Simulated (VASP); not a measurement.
# SrLiH3 (Pm-3m) in VASP: single point with PBE

Aim: the single point of SrLiH3 with PBE.

Program: VASP 6.6.1. These are calculated values, not measurements. Logs are shortened: lines on timing, memory, paths and dates and some standing lists are left out, and cuts for length are marked.

### Step 1. The cell of the first run

The structure is cubic, space group Pm-3m (No. 221). Conventional cell: a = 4.631 Å, b = 4.631 Å, c = 4.631 Å, α = 90.00°, β = 90.00°, γ = 90.00°. Within 4.3 Å of Li (site symmetry m-3m) lie 12 H at 3.27 Å and 8 Sr at 4.01 Å. Within 3.1 Å of Sr (site symmetry m-3m) lie 6 H at 2.32 Å. H (site symmetry 4/mmm) has 2 Sr at 2.32 Å within 3.1 Å.

### Step 2. Single point, PBE

The input, INCAR:

```
PREC = Accurate ; ENCUT = 520
EDIFF = 1E-6 ; ISMEAR = 0
SIGMA = 0.01 ; LREAL = F
LASPH = T ; NELM = 100
ALGO = Normal ; ISIF = 2
LWAVE = F ; LCHARG = T
GGA = PE ; LELF = T
LVHAR = T ; NBANDS = 16
```

The input, KPOINTS:

```
Automatic mesh
0
Gamma
  5 5 5
```

The input, POSCAR:

```
SrLiH3
1.0
    4.6307900000      0.0000000000      0.0000000000
    0.0000000000      4.6307900000      0.0000000000
    0.0000000000      0.0000000000      4.6307900000
Li Sr H
1 1 3
Direct
    0.0000000000      0.0000000000      0.0000000000
    0.5000000000      0.5000000000      0.5000000000
    0.0000000000      0.5000000000      0.5000000000
    0.5000000000      0.0000000000      0.5000000000
    0.5000000000      0.5000000000      0.0000000000
```

Potentials or basis: VASP PAW PBE potentials, release 64 (Li_sv, Sr_sv, H).

Command:

```console
$ cat potpaw_PBE.64/Li_sv/POTCAR potpaw_PBE.64/Sr_sv/POTCAR potpaw_PBE.64/H/POTCAR > POTCAR
$ mpirun -np 1 vasp_std > vasp.out
```

OUTCAR:

```text
PREC = Accurate
   ENCUT = 520
   EDIFF = 1E-6
   ISMEAR = 0
   LREAL = F
   LASPH = T
   NELM = 100
   ISIF = 2
   GGA = PE

 ion  position               nearest neighbor table
   1  0.000  0.000  0.000-
   2  0.500  0.500  0.500-   3 2.32   4 2.32   5 2.32   5 2.32   4 2.32   3 2.32
   3  0.000  0.500  0.500-   2 2.32   2 2.32
   4  0.500  0.000  0.500-   2 2.32   2 2.32
   5  0.500  0.500  0.000-   2 2.32   2 2.32

  LATTYP: Found a simple cubic cell.
 ALAT       =     4.6307900000

  Lattice vectors:

 A1 = (   4.6307900000,   0.0000000000,   0.0000000000)
 A2 = (   0.0000000000,   4.6307900000,   0.0000000000)
 A3 = (   0.0000000000,   0.0000000000,   4.6307900000)

Analysis of symmetry for initial positions (statically):
=====================================================================
 Subroutine PRICEL returns:
 Original cell was already a primitive cell.

 Routine SETGRP: Setting up the symmetry group for a
 simple cubic supercell.

 Subroutine GETGRP returns: Found 48 space group operations
 (whereof 48 operations were pure point group operations)
 out of a pool of 48 trial point group operations.

The static configuration has the point symmetry O_h .

Analysis of symmetry for dynamics (positions and initial velocities):
=====================================================================
 Subroutine PRICEL returns:
 Original cell was already a primitive cell.

 Routine SETGRP: Setting up the symmetry group for a
 simple cubic supercell.

 Subroutine GETGRP returns: Found 48 space group operations
 (whereof 48 operations were pure point group operations)
 out of a pool of 48 trial point group operations.

The dynamic configuration has the point symmetry O_h .

 Subroutine INISYM returns: Found 48 space group operations
 (whereof 48 operations are pure point group operations),
 and found     1 'primitive' translations

----------------------------------------------------------------------------------------

                                     Primitive cell

  volume of cell :      99.3037

  direct lattice vectors                    reciprocal lattice vectors
     4.630790000  0.000000000  0.000000000     0.215945875  0.000000000  0.000000000
     0.000000000  4.630790000  0.000000000     0.000000000  0.215945875  0.000000000
     0.000000000  0.000000000  4.630790000     0.000000000  0.000000000  0.215945875

  length of vectors
     4.630790000  4.630790000  4.630790000     0.215945875  0.215945875  0.215945875

  position of ions in fractional coordinates (direct lattice)
     0.000000000  0.000000000  0.000000000
     0.500000000  0.500000000  0.500000000
     0.000000000  0.500000000  0.500000000
     0.500000000  0.000000000  0.500000000
     0.500000000  0.500000000  0.000000000

  ion indices of the primitive-cell ions
   primitive index   ion index
                 1           1
                 2           2
                 3           3
                 4           4
                 5           5

----------------------------------------------------------------------------------------

 KPOINTS: Automatic mesh

Automatic generation of k-mesh.
 Grid dimensions read from file:
 generate k-points for:    5    5    5

 Generating k-lattice:

  Cartesian coordinates                     Fractional coordinates (reciprocal lattice)
     0.043189175  0.000000000  0.000000000     0.200000000  0.000000000  0.000000000
     0.000000000  0.043189175  0.000000000     0.000000000  0.200000000  0.000000000
     0.000000000  0.000000000  0.043189175     0.000000000  0.000000000  0.200000000

  Length of vectors
     0.043189175  0.043189175  0.043189175

  Shift w.r.t. Gamma in fractional coordinates (k-lattice)
     0.000000000  0.000000000  0.000000000

 Subroutine IBZKPT returns following result:
 ===========================================

 Found     10 irreducible k-points:

 Following reciprocal coordinates:
            Coordinates               Weight
  0.000000  0.000000  0.000000      1.000000
  0.200000  0.000000  0.000000      6.000000
  0.400000  0.000000  0.000000      6.000000
  0.200000  0.200000  0.000000     12.000000
  0.400000  0.200000  0.000000     24.000000
  0.400000  0.400000  0.000000     12.000000
  0.200000  0.200000  0.200000      8.000000
  0.400000  0.200000  0.200000     24.000000
  0.400000  0.400000  0.200000     24.000000
  0.400000  0.400000  0.400000      8.000000
   k-points           NKPTS =     10   k-points in BZ     NKDIM =     10   number of bands    NBANDS=     16
   number of dos      NEDOS =    301   number of ions     NIONS =      5
   total plane-waves  NPLWV =  46656
   dimension x,y,z NGX =    36 NGY =   36 NGZ =   36
   dimension x,y,z NGXF=    72 NGYF=   72 NGZF=   72
   ions per type =               1   1   3
   NGX,Y,Z   is equivalent  to a cutoff of  12.92, 12.92, 12.92 a.u.
   NGXF,Y,Z  is equivalent  to a cutoff of  25.85, 25.85, 25.85 a.u.
 SYSTEM =  unknown system
   PREC   = accura    normal or accurate (medium, high low for compatibility)
   ISTART =      0    job   : 0-new  1-cont  2-samecut
   ICHARG =      2    charge: 1-file 2-atom 10-const
   ISPIN  =      1    spin polarized calculation?
   LNONCOLLINEAR =      F non collinear calculations
   LSORBIT =      F    spin-orbit coupling
   LASPH  =      T    aspherical Exc in radial PAW
   ENCUT  =  520.0 eV  38.22 Ry    6.18 a.u.   8.61  8.61  8.61*2*pi/ulx,y,z
   NELM   =    100;   NELMIN=  2; NELMDL= -5     # of ELM steps
   EDIFF  = 0.1E-05   stopping-criterion for ELM
   LREAL  =      F    real-space projection
   EDIFFG = 0.1E-04   stopping-criterion for IOM
   NSW    =      0    number of steps for IOM
   IBRION =     -1    ionic relax: 0-MD 1-quasi-New 2-CG
   NFREE  =      0    steps in history (QN), initial steepest desc. (CG)
   ISIF   =      2    stress and relaxation
   ISYM   =      2    0-nonsym 1-usesym 2-fastsym
   POTIM  = 0.5000    time-step for ionic-motion
   TEBEG  =    0.0;   TEEND  =   0.0 temperature during run
   PSTRESS=    0.0 pullay stress
   NELECT =      16.0000    total number of electrons
   NUPDOWN=      -1.0000    fix difference up-down
   EMIN   =  10.00;   EMAX   =-10.00  energy-range for DOS
   EFERMI =   0.00;   METHOD = LEGACY
   ISMEAR =     0;   SIGMA  =   0.01  broadening in eV -4-tet -1-fermi 0-gaus
   EFERMI_NEDOS =   21; number of points for ismear=-14 and -15
   IALGO  =     38    algorithm
   IMIX   =      4    mixing-type and parameters
     AMIX     =   0.40;   BMIX     =  1.00
     AMIX_MAG =   1.60;   BMIX_MAG =  1.00
  volume/ion in A,a.u.               =      19.86       134.03
  Fermi-wavevector in a.u.,A,eV,Ry     =   0.890826  1.683418 10.797198  0.793572
  Thomas-Fermi vector in A             =   2.012567
   LORBIT       =      0    0 simple, 1 ext, 2 COOP (PROOUT), +10 PAW based schemes
   GGA     = PE    functional components
   LHFCALC =     F    Hartree Fock is set to
   AEXX    =    0.0000 exact exchange contribution
   IVDW    =     0    specifies the selected vdW correction
   LEPSILON=     F    determine dielectric tensor
   LRPA    =     F    only Hartree local field effects (RPA)
 non-spin polarized calculation
 Gauss-broadening in eV      SIGMA  =   0.01
  energy-cutoff  :      520.00
  volume of cell :       99.30
 maximum number of plane-waves:      2721
 NGX is ok and might be reduce to    36
   NGX = 17   NGY = 17   NGZ = 17

 number of electron      16.0000001 magnetization

 Free energy of the ion-electron system (eV)
  ---------------------------------------------------
  ext. energy  EPLUGINS =         0.00000000
  ---------------------------------------------------
  free energy    TOTEN  =       -13.85673467 eV

  energy without entropy =      -13.85673467  energy(sigma->0) =      -13.85673467

 E-fermi :  -1.5590     XC(G=0):  -6.7760

 val. band max:       -1.6064707637   @ k =   0.4000   0.4000   0.4000
 cond. band min:       0.6405368039   @ k =   0.4000   0.4000   0.0000
 fundamental gap:      2.2470075677
 Fermi energy:        -1.5590220666

 k-point     1 :       0.0000    0.0000    0.0000
  band No.  band energies     occupation
      1     -49.1323      2.00000
      2     -34.3191      2.00000
      3     -16.3787      2.00000
      4     -16.3787      2.00000
      5     -16.3787      2.00000
      6      -4.5548      2.00000
[... 8 lines left out ...]
     15       5.5218      0.00000
     16       8.3118      0.00000

 k-point     2 :       0.2000    0.0000    0.0000
  band No.  band energies     occupation
      1     -49.1322      2.00000
      2     -34.3181      2.00000
      3     -16.4174      2.00000
      4     -16.3770      2.00000
      5     -16.3770      2.00000
      6      -4.3038      2.00000
[... 8 lines left out ...]
     15       5.7772      0.00000
     16       7.0780      0.00000

 k-point     3 :       0.4000    0.0000    0.0000
  band No.  band energies     occupation
      1     -49.1322      2.00000
      2     -34.3166      2.00000
      3     -16.4788      2.00000
      4     -16.3742      2.00000
      5     -16.3742      2.00000
      6      -3.8161      2.00000
[... 8 lines left out ...]
     15       6.3247      0.00000
     16       6.4985      0.00000

 k-point     4 :       0.2000    0.2000    0.0000
  band No.  band energies     occupation
      1     -49.1322      2.00000
      2     -34.3172      2.00000
      3     -16.4161      2.00000
      4     -16.4150      2.00000
      5     -16.3753      2.00000
      6      -4.0435      2.00000
[... 8 lines left out ...]
     15       6.5205      0.00000
     16       7.4689      0.00000
[... 58 lines left out ...]
 k-point     8 :       0.4000    0.2000    0.2000
  band No.  band energies     occupation
      1     -49.1322      2.00000
      2     -34.3146      2.00000
      3     -16.4744      2.00000
      4     -16.4111      2.00000
      5     -16.4100      2.00000
      6      -3.2331      2.00000
[... 8 lines left out ...]
     15       6.3003      0.00000
     16       6.6461      0.00000

 k-point     9 :       0.4000    0.4000    0.2000
  band No.  band energies     occupation
      1     -49.1321      2.00000
      2     -34.3131      2.00000
      3     -16.4711      2.00000
      4     -16.4706      2.00000
      5     -16.4076      2.00000
      6      -2.6602      2.00000
[... 8 lines left out ...]
     15       5.8599      0.00000
     16       6.3246      0.00000

 k-point    10 :       0.4000    0.4000    0.4000
  band No.  band energies     occupation
      1     -49.1321      2.00000
      2     -34.3115      2.00000
      3     -16.4677      2.00000
      4     -16.4671      2.00000
      5     -16.4671      2.00000
      6      -1.9572      2.00000
[... 8 lines left out ...]
     15       5.9967      0.00000
     16       7.0020      0.00000

------------------------ aborting loop because EDIFF is reached ----------------------------------------

  FORCE on cell =-STRESS in cart. coord.  units (eV):
  Direction    XX          YY          ZZ          XY          YZ          ZX
  --------------------------------------------------------------------------------------
  -------------------------------------------------------------------------------------
  Total        0.1093916      0.1093916      0.1093916     -0.0000000     -0.0000000     -0.0000000
  in kB        1.7649377      1.7649377      1.7649377     -0.0000000     -0.0000000     -0.0000000
  external PRESSURE =       1.7649377 kB  Pullay stress =       0.0000000 kB

 VOLUME and BASIS-vectors are now :
 -----------------------------------------------------------------------------
  energy-cutoff  :      520.00
  volume of cell :       99.30
      direct lattice vectors                 reciprocal lattice vectors
     4.630790000  0.000000000  0.000000000     0.215945875  0.000000000  0.000000000
     0.000000000  4.630790000  0.000000000     0.000000000  0.215945875  0.000000000
     0.000000000  0.000000000  4.630790000     0.000000000  0.000000000  0.215945875

 POSITION                                       TOTAL-FORCE (eV/Angst)
 -----------------------------------------------------------------------------------
      0.00000      0.00000      0.00000         0.000000      0.000000      0.000000
      2.31540      2.31540      2.31540         0.000000      0.000000      0.000000
      0.00000      2.31540      2.31540         0.000000      0.000000      0.000000
      2.31540      0.00000      2.31540         0.000000      0.000000      0.000000
      2.31540      2.31540      0.00000         0.000000      0.000000      0.000000
 -----------------------------------------------------------------------------------
    total drift:                                0.000000      0.000000      0.000000

  FREE ENERGIE OF THE ION-ELECTRON SYSTEM (eV)
  ---------------------------------------------------
  free  energy   TOTEN  =       -13.8567346701 eV

  energy  without entropy=      -13.8567346701  energy(sigma->0) =      -13.85673467
```

Run time: 42 s. Hardware: 1 thread of Intel Xeon 6975P-C, shared host; peak memory 0.18 GiB.

What came out:

```yaml
Free_energy: -13.8567 eV
Band_gap_on_the_k_mesh: 2.25 eV, indirect (least direct gap 2.58 eV)
```

Levels at points of the mesh, in eV from the valence-band top:
```tsv
k point	band 4	band 5	band 6	band 7	band 8	band 9	band 10	band 11	band 12	band 13
(0.00, 0.00, 0.00)	-14.77	-14.77	-2.95	-0.79	-0.79	5.32	5.35	5.35	5.35	7.13
```

Caveat: the cutoff is under 1.25 times the usual one of these potentials, so pressure, stress and relaxed cells hold a basis-set (Pulay) error. As with any semilocal functional, this PBE gap is likely too small.
